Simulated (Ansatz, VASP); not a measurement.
Se: VASP beside Ansatz

File INCAR:

```
  PREC = Accurate
  ENCUT = 520
  EDIFF = 1E-7
  ISMEAR = 0
  SIGMA = 0.1
  LREAL = F
  LASPH = T
  NELM = 100
  ALGO = Normal
  ISIF = 2
  LWAVE = F
  LCHARG = F
  GGA = PS
  NBANDS = 13
```

KPOINTS

```
Automatic mesh
0
Gamma
  4 4 4
```

Contents of POSCAR:

```
Se
1.0
    4.1867847000     -2.6571321000      0.0000000000
    4.1867847000      2.6571321000      0.0000000000
   -3.0453415020      0.0000000000      5.8086349020
Se
2
Direct
    0.0640000000      0.0640000000      0.1530000000
    0.9360000000      0.9360000000      0.8470000000
```

Input for Ansatz:

```yaml
crystal:
  lattice:
    - [4.1867847, -2.6571321, 0.0]
    - [4.1867847, 2.6571321, 0.0]
    - [-3.045341502, 0.0, 5.808634902]
  atoms:
    - { symbol: Se, position: [0.064, 0.064, 0.153] }
    - { symbol: Se, position: [0.936, 0.936, 0.847] }
basis:
  ecutwfc: 420
kpoints:
  mp_grid: { grid: [4, 4, 4] }
hamiltonian:
  xc: pbesol
scf:
  occupations: { method: gaussian, width: 0.1 }
output:
  forces: true
  stress: true
  eigenvalues: true
```

Alike in both runs: task single point; functional PBEsol; k mesh 4 × 4 × 4; occupations gaussian, width 0.1 eV; no spin polarisation.

|  | VASP | Ansatz |
| --- | --- | --- |
| version | VASP 6.6.1 | Ansatz 0.2.0 |
| potentials or method | VASP PAW PBE potentials, release 64 (Se), cutoff 520 eV | scalar-relativistic, plane waves, PAW |
| valence electrons in the cell | 12 | 32 |

```tsv
	VASP	Ansatz	Ansatz less VASP
gap on the k mesh at the Fermi level (eV)	none	none	-
pressure (GPa)	15.2	14.4	-0.82
traceless stress, the component that is largest in VASP (GPa)	32.31	30.67	-1.639
rms of the force components (eV/Å)	12.592	11.945	-0.6473
```

VASP's potentials were made for PBE, not for PBEsol. Atom by atom the forces differ by 0.647 eV/Å (rms over components). A gap of «none» marks a metal or a gap that the smearing closes. With one functional, cell and mesh, what is left measures potentials, basis and numerics. VASP's potentials hold 12 valence electrons a cell and Ansatz's 32, so a difference there can come from the potentials and not from the codes.

The k mesh is coarse, so the values compare programs but aren't converged.
